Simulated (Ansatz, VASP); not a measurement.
One calculation of SnO, two programs

The input INCAR:

```
SYSTEM = SnO
ALGO     = Normal         ! electronic algorithm
EDIFF    = 1E-6           ! SCF threshold, eV
ENCUT    = 520            ! plane-wave cutoff, eV
GGA      = CA             ! functional
ISIF     = 2              ! what is computed and relaxed
ISMEAR   = -1             ! smearing method
LASPH    = .True.         ! aspherical terms in the spheres
LCHARG   = .True.         ! write CHGCAR
LELF     = .True.         ! ELF
LREAL    = .False.        ! projectors in reciprocal space
LVHAR    = .True.       
LWAVE    = .False.        ! write WAVECAR
NBANDS   = 17             ! bands
NELM     = 80             ! most SCF steps
PREC     = Accurate       ! precision mode
SIGMA    = 0.08           ! smearing width, eV
```

KPOINTS

```
k-points
0
Gamma
  12 12 12
  0 0 0
```

The input POSCAR:

```
SnO
1.0
    0.0000000000      2.7736192797      2.7736192797
    2.7736192797      0.0000000000      2.7736192797
    2.7736192797      2.7736192797      0.0000000000
Sn O
1 1
Direct
    0.0000000000      0.0000000000      0.0000000000
    0.2500000000      0.2500000000      0.2500000000
```

Input for Ansatz:

```yaml
crystal:
  lattice:
    - [0.0, 2.7736192797, 2.7736192797]
    - [2.7736192797, 0.0, 2.7736192797]
    - [2.7736192797, 2.7736192797, 0.0]
  atoms:
    - { symbol: Sn, position: [0.0, 0.0, 0.0] }
    - { symbol: O, position: [0.25, 0.25, 0.25] }
kpoints:
  mp_grid: { grid: [12, 12, 12] }
scf:
  occupations: { method: fermi_dirac, width: 0.08 }
hamiltonian:
  xc: lda
  pseudopotentials: { kind: all_electron, lapw: { basis_error: 0.001 } }
output:
  forces: true
  stress: true
  eigenvalues: true
```

Change from the starting cell: functional lda, volume scaled by 1.04.

Alike in both runs: task single point; functional LDA; k mesh 12 × 12 × 12; occupations fermi-dirac, width 0.08 eV; no spin polarisation.

|  | VASP | Ansatz |
| --- | --- | --- |
| version | VASP 6.6.1 | Ansatz 0.2.0 |
| potentials or method | VASP PAW LDA potentials, release 64 (Sn_d, O), cutoff 520 eV | all-electron LAPW, scalar-relativistic |

```tsv
	VASP	Ansatz	Ansatz less VASP
pressure (GPa)	-7.1	-7.2	-0.06
```

LDA's correlation is that of Perdew and Zunger in VASP and of Perdew and Wang (1992) in Ansatz. Ansatz ran all-electron here, and VASP with PAW potentials.
